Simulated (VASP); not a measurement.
# AlRu (Pm-3m) in VASP: relaxation of cell and atoms with PBE

Aim: the relaxation of cell and atoms of AlRu with PBE.

Program: VASP 6.6.1. These are calculated values, not measurements. Logs are shortened: lines on timing, memory, paths and dates and some standing lists are left out, and cuts for length are marked.

### Step 1. The cell of the first run

Symmetry: Pm-3m, No. 221, cubic system. The conventional cell has a = 2.970 Å, b = 2.970 Å, c = 2.970 Å, α = 90.00°, β = 90.00°, γ = 90.00°. Within 3.4 Å of Ru (site symmetry m-3m) lie 8 Al at 2.57 Å and 6 Ru at 2.97 Å. Within 3.4 Å of Al (site symmetry m-3m) lie 8 Ru at 2.57 Å and 6 Al at 2.97 Å.

### Step 2. Relaxation of cell and atoms, PBE

Contents of INCAR:

```
SYSTEM = AlRu
PREC = Accurate
ENCUT = 500
EDIFF = 1E-7
ISMEAR = 0
SIGMA = 0.1
LREAL = .FALSE.
LASPH = .TRUE.
NELM = 120
ALGO = Normal
ISIF = 3
LWAVE = .FALSE.
LCHARG = .FALSE.
GGA = PE
IBRION = 2
NSW = 100
EDIFFG = -0.002
GGA_COMPAT = .FALSE.
NELMIN = 4
```

Contents of KPOINTS:

```
Automatic mesh
0
G
  14 14 14
  0 0 0
```

Contents of POSCAR:

```
AlRu
1.0
    2.9700000000      0.0000000000      0.0000000000
    0.0000000000      2.9700000000      0.0000000000
    0.0000000000      0.0000000000      2.9700000000
Ru Al
1 1
Direct
    0.0000000000      0.0000000000      0.0000000000
    0.5000000000      0.5000000000      0.5000000000
```

Potentials or basis: VASP PAW PBE potentials, release 64 (Ru_pv, Al).

Run with:

```console
cat potpaw_PBE.64/Ru_pv/POTCAR potpaw_PBE.64/Al/POTCAR > POTCAR
mpirun -np 1 vasp_std > vasp.out
```

OUTCAR:

```text
SYSTEM = AlRu
   PREC = Accurate
   ENCUT = 500
   EDIFF = 1E-7
   ISMEAR = 0
   LREAL = .FALSE.
   LASPH = .TRUE.
   NELM = 120
   ISIF = 3
   GGA = PE
   IBRION = 2
   NSW = 100
   EDIFFG = -0.002
   NELMIN = 4

 ion  position               nearest neighbor table
   1  0.000  0.000  0.000-   2 2.57   2 2.57   2 2.57   2 2.57   2 2.57   2 2.57   2 2.57   2 2.57

   2  0.500  0.500  0.500-   1 2.57   1 2.57   1 2.57   1 2.57   1 2.57   1 2.57   1 2.57   1 2.57

  LATTYP: Found a simple cubic cell.
 ALAT       =     2.9700000000

  Lattice vectors:

 A1 = (   2.9700000000,   0.0000000000,   0.0000000000)
 A2 = (   0.0000000000,   2.9700000000,   0.0000000000)
 A3 = (   0.0000000000,   0.0000000000,   2.9700000000)

Analysis of symmetry for initial positions (statically):
=====================================================================
 Subroutine PRICEL returns:
 Original cell was already a primitive cell.

 Routine SETGRP: Setting up the symmetry group for a
 simple cubic supercell.

 Subroutine GETGRP returns: Found 48 space group operations
 (whereof 48 operations were pure point group operations)
 out of a pool of 48 trial point group operations.

The static configuration has the point symmetry O_h .

Analysis of symmetry for dynamics (positions and initial velocities):
=====================================================================
 Subroutine PRICEL returns:
 Original cell was already a primitive cell.

 Routine SETGRP: Setting up the symmetry group for a
 simple cubic supercell.

 Subroutine GETGRP returns: Found 48 space group operations
 (whereof 48 operations were pure point group operations)
 out of a pool of 48 trial point group operations.

The dynamic configuration has the point symmetry O_h .

 Subroutine INISYM returns: Found 48 space group operations
 (whereof 48 operations are pure point group operations),
 and found     1 'primitive' translations

----------------------------------------------------------------------------------------

                                     Primitive cell

  volume of cell :      26.1981

  direct lattice vectors                    reciprocal lattice vectors
     2.970000000  0.000000000  0.000000000     0.336700337  0.000000000  0.000000000
     0.000000000  2.970000000  0.000000000     0.000000000  0.336700337  0.000000000
     0.000000000  0.000000000  2.970000000     0.000000000  0.000000000  0.336700337

  length of vectors
     2.970000000  2.970000000  2.970000000     0.336700337  0.336700337  0.336700337

  position of ions in fractional coordinates (direct lattice)
     0.000000000  0.000000000  0.000000000
     0.500000000  0.500000000  0.500000000

  ion indices of the primitive-cell ions
   primitive index   ion index
                 1           1
                 2           2

----------------------------------------------------------------------------------------

 KPOINTS: Automatic mesh

Automatic generation of k-mesh.
 Grid dimensions read from file:
 generate k-points for:   14   14   14

 Generating k-lattice:

  Cartesian coordinates                     Fractional coordinates (reciprocal lattice)
     0.024050024  0.000000000  0.000000000     0.071428571  0.000000000  0.000000000
     0.000000000  0.024050024  0.000000000     0.000000000  0.071428571  0.000000000
     0.000000000  0.000000000  0.024050024     0.000000000  0.000000000  0.071428571

  Length of vectors
     0.024050024  0.024050024  0.024050024

  Shift w.r.t. Gamma in fractional coordinates (k-lattice)
     0.000000000  0.000000000  0.000000000

 Subroutine IBZKPT returns following result:
 ===========================================

 Found    120 irreducible k-points:

 Following reciprocal coordinates:
            Coordinates               Weight
  0.000000  0.000000  0.000000      1.000000
  0.071429  0.000000  0.000000      6.000000
  0.142857  0.000000  0.000000      6.000000
  0.214286  0.000000  0.000000      6.000000
  0.285714  0.000000  0.000000      6.000000
  0.357143  0.000000  0.000000      6.000000
[... 16 lines left out ...]
  0.285714  0.214286  0.000000     24.000000
  0.357143  0.214286  0.000000     24.000000
 [... further k-points ...]
   k-points           NKPTS =    120   k-points in BZ     NKDIM =    120   number of bands    NBANDS=     12
   number of dos      NEDOS =    301   number of ions     NIONS =      2
   total plane-waves  NPLWV =  13824
   dimension x,y,z NGX =    24 NGY =   24 NGZ =   24
   dimension x,y,z NGXF=    48 NGYF=   48 NGZF=   48
   ions per type =               1   1
   NGX,Y,Z   is equivalent  to a cutoff of  13.43, 13.43, 13.43 a.u.
   NGXF,Y,Z  is equivalent  to a cutoff of  26.87, 26.87, 26.87 a.u.
 SYSTEM =  AlRu
   PREC   = accura    normal or accurate (medium, high low for compatibility)
   ISTART =      0    job   : 0-new  1-cont  2-samecut
   ICHARG =      2    charge: 1-file 2-atom 10-const
   ISPIN  =      1    spin polarized calculation?
   LNONCOLLINEAR =      F non collinear calculations
   LSORBIT =      F    spin-orbit coupling
   LASPH  =      T    aspherical Exc in radial PAW
   ENCUT  =  500.0 eV  36.75 Ry    6.06 a.u.   5.41  5.41  5.41*2*pi/ulx,y,z
   NELM   =    120;   NELMIN=  4; NELMDL= -5     # of ELM steps
   EDIFF  = 0.1E-06   stopping-criterion for ELM
   LREAL  =      F    real-space projection
   EDIFFG = -.2E-02   stopping-criterion for IOM
   NSW    =    100    number of steps for IOM
   IBRION =      2    ionic relax: 0-MD 1-quasi-New 2-CG
   NFREE  =      1    steps in history (QN), initial steepest desc. (CG)
   ISIF   =      3    stress and relaxation
   ISYM   =      2    0-nonsym 1-usesym 2-fastsym
   POTIM  = 0.5000    time-step for ionic-motion
   TEBEG  =    0.0;   TEEND  =   0.0 temperature during run
   PSTRESS=    0.0 pullay stress
   NELECT =      17.0000    total number of electrons
   NUPDOWN=      -1.0000    fix difference up-down
   EMIN   =  10.00;   EMAX   =-10.00  energy-range for DOS
   EFERMI =   0.00;   METHOD = LEGACY
   ISMEAR =     0;   SIGMA  =   0.10  broadening in eV -4-tet -1-fermi 0-gaus
   EFERMI_NEDOS =   21; number of points for ismear=-14 and -15
   IALGO  =     38    algorithm
   IMIX   =      4    mixing-type and parameters
     AMIX     =   0.40;   BMIX     =  1.00
     AMIX_MAG =   1.60;   BMIX_MAG =  1.00
  volume/ion in A,a.u.               =      13.10        88.40
  Fermi-wavevector in a.u.,A,eV,Ry     =   1.417320  2.678347 27.331342  2.008797
  Thomas-Fermi vector in A             =   2.538563
   LORBIT       =      0    0 simple, 1 ext, 2 COOP (PROOUT), +10 PAW based schemes
   GGA     = PE    functional components
   LHFCALC =     F    Hartree Fock is set to
   AEXX    =    0.0000 exact exchange contribution
   IVDW    =     0    specifies the selected vdW correction
   LEPSILON=     F    determine dielectric tensor
   LRPA    =     F    only Hartree local field effects (RPA)
 conjugate gradient relaxation of ions
 non-spin polarized calculation
 Gauss-broadening in eV      SIGMA  =   0.10
  energy-cutoff  :      500.00
  volume of cell :       26.20
 maximum number of plane-waves:       691
 NGX is ok and might be reduce to    24
   NGX = 11   NGY = 11   NGZ = 11

--------------------------------------- Ionic step        1  -------------------------------------------

 number of electron      16.9999996 magnetization

 Free energy of the ion-electron system (eV)
  ---------------------------------------------------
  ext. energy  EPLUGINS =         0.00000000
  ---------------------------------------------------
  free energy    TOTEN  =       -14.23720909 eV

  energy without entropy =      -14.22782290  energy(sigma->0) =      -14.23251600

------------------------ aborting loop because EDIFF is reached ----------------------------------------

  FORCE on cell =-STRESS in cart. coord.  units (eV):
  Direction    XX          YY          ZZ          XY          YZ          ZX
  --------------------------------------------------------------------------------------
  -------------------------------------------------------------------------------------
  Total        1.2244103      1.2244103      1.2244103      0.0000000      0.0000000     -0.0000000
  in kB       74.8804102     74.8804102     74.8804102      0.0000000      0.0000000     -0.0000000
  external PRESSURE =      74.8804102 kB  Pullay stress =       0.0000000 kB
[... 21 lines left out ...]
  energy  without entropy=      -14.2278229026  energy(sigma->0) =      -14.23251600

--------------------------------------- Ionic step        2  -------------------------------------------

 number of electron      17.0000007 magnetization

 E-fermi :   9.8171     XC(G=0): -12.2338

 val. band max:        9.8146534367   @ k =   0.1429   0.0714   0.0714
 cond. band min:       9.8272591509   @ k =   0.3571   0.1429   0.0000
 fundamental gap:      0.0126057142
 Fermi energy:         9.8170948780

 k-point     1 :       0.0000    0.0000    0.0000
  band No.  band energies     occupation
      1     -31.9298      2.00000
      2     -31.9298      2.00000
      3     -31.9298      2.00000
      4       0.5229      2.00000
      5       6.5951      2.00000
      6       6.5951      2.00000
      7       9.9767      0.02398
      8       9.9767      0.02398
      9       9.9767      0.02398
     10      15.5854      0.00000
     11      15.5854      0.00000
     12      15.5854      0.00000
[... 410 lines left out ...]
  FREE ENERGIE OF THE ION-ELECTRON SYSTEM (eV)
  ---------------------------------------------------
  free  energy   TOTEN  =       -14.2577387456 eV

  energy  without entropy=      -14.2478964765  energy(sigma->0) =      -14.25281761

[... ionic steps 4 to 14 ...]

--------------------------------------- Ionic step       15  -------------------------------------------

 number of electron      16.9999996 magnetization

------------------------ aborting loop because EDIFF is reached ----------------------------------------

  FORCE on cell =-STRESS in cart. coord.  units (eV):
  Direction    XX          YY          ZZ          XY          YZ          ZX
  --------------------------------------------------------------------------------------
  -------------------------------------------------------------------------------------
  Total        0.0064608      0.0064608      0.0064608      0.0000000     -0.0000000      0.0000000
  in kB        0.3819502      0.3819502      0.3819502      0.0000000     -0.0000000      0.0000000
  external PRESSURE =       0.3819502 kB  Pullay stress =       0.0000000 kB
[... 57 lines left out ...]
  energy  without entropy=      -14.2479079724  energy(sigma->0) =      -14.25282526

--------------------------------------- Ionic step       17  -------------------------------------------

 number of electron      16.9999996 magnetization

 Free energy of the ion-electron system (eV)
  ---------------------------------------------------
  ext. energy  EPLUGINS =         0.00000000
  ---------------------------------------------------
  free energy    TOTEN  =       -14.25774272 eV

  energy without entropy =      -14.24790691  energy(sigma->0) =      -14.25282482

 E-fermi :  10.5421     XC(G=0): -12.5033

 val. band max:       10.5269756487   @ k =   0.5000   0.2857   0.1429
 cond. band min:      10.5428485938   @ k =   0.1429   0.0714   0.0714
 fundamental gap:      0.0158729451
 Fermi energy:        10.5420947745

 k-point     1 :       0.0000    0.0000    0.0000
  band No.  band energies     occupation
      1     -31.2175      2.00000
      2     -31.2175      2.00000
      3     -31.2175      2.00000
      4       0.9412      2.00000
      5       7.0467      2.00000
      6       7.0467      2.00000
      7      10.7197      0.01200
      8      10.7197      0.01200
      9      10.7197      0.01200
     10      16.5626      0.00000
     11      16.5626      0.00000
     12      16.5626      0.00000
[... 374 lines left out ...]
  FREE ENERGIE OF THE ION-ELECTRON SYSTEM (eV)
  ---------------------------------------------------
  free  energy   TOTEN  =       -14.2577427215 eV

  energy  without entropy=      -14.2479069144  energy(sigma->0) =      -14.25282482

 reached required accuracy - stopping structural energy minimisation
```

Wall time 4.8 min (1 thread of Intel Xeon 8259CL, shared host); peak memory 0.17 GiB.

What came out:

* Free energy: -14.2577 eV
* Relaxed volume: 13.55 Å³/atom
* Relaxed cell: a = 3.004 Å, b = 3.004 Å, c = 3.004 Å, α = 90.00°, β = 90.00°, γ = 90.00°
* Space group after relaxing (to 0.1 Å): Pm-3m (No. 221)
* Energy gained by relaxing: 10.3 meV/atom
* Ionic steps: 17
* Pressure after relaxing: 0.0 GPa
* Band gap on the k mesh: zero (an odd number of electrons rules out a gap without spin polarisation)

Step by step:
| step | energy change (eV) | largest force (eV/Å) | pressure (GPa) | volume (Å³) |
| --- | --- | --- | --- | --- |
| 1 | 0.0000 | 0.0000 | 7.49 | 26.20 |
| 2 | 0.0264 | 0.0000 | -9.66 | 28.59 |
| 3 | -0.0205 | 0.0000 | -0.09 | 27.12 |
| 4 | -0.0205 | 0.0000 | 0.05 | 27.10 |
| 5 | -0.0205 | 0.0000 | 0.05 | 27.10 |
| 6 | -0.0205 | 0.0000 | 0.05 | 27.10 |
| 7 | -0.0205 | 0.0000 | 0.05 | 27.10 |
| 8 | -0.0205 | 0.0000 | 0.05 | 27.10 |
| 9 | -0.0205 | 0.0000 | 0.05 | 27.10 |
| 10 | -0.0205 | 0.0000 | 0.05 | 27.10 |
| 11 | -0.0205 | 0.0000 | 0.05 | 27.10 |
| 12 | -0.0205 | 0.0000 | 0.05 | 27.10 |
| 13 | -0.0205 | 0.0000 | 0.05 | 27.10 |
| 14 | -0.0205 | 0.0000 | 0.04 | 27.10 |
| 15 | -0.0205 | 0.0000 | 0.04 | 27.10 |
| 16 | -0.0205 | 0.0000 | 0.03 | 27.10 |
| 17 | -0.0205 | 0.0000 | 0.01 | 27.10 |

Final structure:
```
CELL_PARAMETERS angstrom
3.00388 0.00000 0.00000
0.00000 3.00388 0.00000
0.00000 0.00000 3.00388
ATOMIC_POSITIONS crystal
Ru 0.00000 0.00000 0.00000
Al 0.50000 0.50000 0.50000
```
